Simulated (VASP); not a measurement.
Crystal: LaH3.

```
CELL_PARAMETERS angstrom
0.00000 2.78648 2.78648
2.78648 0.00000 2.78648
2.78648 2.78648 0.00000
ATOMIC_POSITIONS crystal
La 0.00000 0.00000 0.00000
H 0.50000 0.50000 0.50000
H 0.75000 0.75000 0.75000
H 0.25000 0.25000 0.25000
```

| Item | Value |
| --- | --- |
| Program | VASP 6.6.1 |
| Task | relaxation of cell and atoms |
| Functional | PBEsol |
| Potentials or basis | VASP PAW PBE potentials, release 64 (La, H) |
| Cutoff | 600 eV |
| k mesh | 6 × 6 × 6 |
| Occupations | fermi-dirac, width 0.15 eV |
| Spin | no spin polarisation |

At the start: pressure -3.1 GPa; volume 10.82 Å³/atom.

Task: Where does the relaxation end?

Result: Over 3 steps the energy falls by 4.2 meV/atom and the volume is 10.40 Å³/atom (-3.9 %); space group Fm-3m (No. 225, to 0.05 Å).

Step by step:
```csv
step,energy change (eV),largest force (eV/Å),pressure (GPa),volume (Å³)
1,0.0000,0.0000,-3.13,43.27
2,-0.0160,0.0000,-0.73,41.96
3,-0.0169,0.0000,-0.01,41.60
```

Final structure:
```xyz
4
Lattice="0.0000 2.7502 2.7502 2.7502 0.0000 2.7502 2.7502 2.7502 0.0000" Properties=species:S:1:pos:R:3 pbc="T T T"
La    0.0000    0.0000    0.0000
H     2.7502    2.7502    2.7502
H     4.1253    4.1253    4.1253
H     1.3751    1.3751    1.3751
```

Caveat: the PAW data sets were made with another functional, which shifts forces and pressure a little.
